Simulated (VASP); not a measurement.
A run of VASP 6.6.1 is set up as follows.

File INCAR:

```
SYSTEM = N
PREC = Accurate
ENCUT = 520
EDIFF = 1E-6
ISMEAR = 0
SIGMA = 0.1
LREAL = .False.
LASPH = .True.
NELM = 80
ALGO = Normal
ISIF = 2
LWAVE = .False.
LCHARG = .False.
GGA = PE
NBANDS = 18
```

File KPOINTS:

```
Automatic mesh
0
Gamma
  8 8 8
  0 0 0
```

File POSCAR:

```
N
1.0
    3.1315443698      0.0000000000      0.0000000000
    0.0000000000      3.1315443698      0.0000000000
    0.0000000000      0.0000000000      3.1315443698
N
4
Direct
    0.1249971267      0.1249971267      0.1249971267
    0.3750028733      0.8750028733      0.6249971267
    0.6249971267      0.3750028733      0.8750028733
    0.8750028733      0.6249971267      0.3750028733
```

Potentials or basis: VASP PAW PBE potentials, release 64 (N).

Launch:

```console
$ cat potpaw_PBE.64/N/POTCAR > POTCAR
$ mpirun -np 1 vasp_std > vasp.out
```

Q: Predict the pressure.

A: 0.1 GPa.

Q: Estimate the band gap on the k mesh.

A: Zero (band 10 reaches 8.39 eV, above the bottom of band 11 at 4.57 eV).
